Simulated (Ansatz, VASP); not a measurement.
GaN: VASP beside Ansatz

```
Ga N
1.0
     3.18282    0.00000    0.00000
    -1.59141    2.75641    0.00000
     0.00000    0.00000    5.18569
Ga N
2 2
Cartesian
  0.0000 1.8376 0.0010
  1.5914 0.9188 2.5939
  0.0000 1.8376 1.9540
  1.5914 0.9188 4.5468
```

Alike in both runs: functional PBEsol; k mesh 15 × 15 × 8; occupations gaussian, width 0.02 eV; no spin polarisation.

Ansatz relaxed the structure, and its values are those at the end. VASP's run is a single point on that final structure, the one shown.

|  | VASP | Ansatz |
| --- | --- | --- |
| version | VASP 6.6.1 | Ansatz 0.2.0 |
| potentials or method | VASP PAW PBE potentials, release 64 (Ga_d, N), cutoff 520 eV | scalar-relativistic, plane waves, PAW |
| valence electrons in the cell | 36 | 36 |

Ansatz gave:

* gap on the k mesh at the Fermi level (eV): 1.88
* least direct gap on the mesh (eV): 1.88
* pressure (GPa): 0.0

Task: Which values does VASP return?

Result: gap on the k mesh at the Fermi level (eV): 1.89; least direct gap on the mesh (eV): 1.89; pressure (GPa): -0.2.

VASP's potentials were made for PBE, not for PBEsol, and Ansatz warns of the same on its side.
